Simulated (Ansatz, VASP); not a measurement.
RbCaH3 in VASP and in Ansatz

```xyz
5
Lattice="4.5470 0.0000 0.0000 0.0000 4.5470 0.0000 0.0000 0.0000 4.5470" Properties=species:S:1:pos:R:3 pbc="T T T"
Rb    0.0000    0.0000    0.0000
Ca    2.2735    2.2735    2.2735
H     0.0000    2.2735    2.2735
H     2.2735    0.0000    2.2735
H     2.2735    2.2735    0.0000
```

Alike in both runs: task single point; functional LDA; k mesh 6 × 6 × 6; occupations gaussian, width 0.05 eV; no spin polarisation.

|  | VASP | Ansatz |
| --- | --- | --- |
| version | VASP 6.6.1 | Ansatz 0.2.0 |
| potentials or method | VASP PAW LDA potentials, release 64 (Rb_sv, Ca_sv, H), cutoff 520 eV | scalar-relativistic, plane waves, PAW |
| valence electrons in the cell | 22 | 22 |

Ansatz gave:

| Item | Value |
| --- | --- |
| gap on the k mesh at the Fermi level (eV) | 2.93 |
| least direct gap on the mesh (eV) | 2.93 |
| pressure (GPa) | -2.4 |

Question: Estimate VASP's values.

Answer: gap on the k mesh at the Fermi level (eV): 2.92; least direct gap on the mesh (eV): 2.92; pressure (GPa): -2.4.

LDA's correlation is that of Perdew and Zunger in VASP and of Perdew and Wang (1992) in Ansatz.
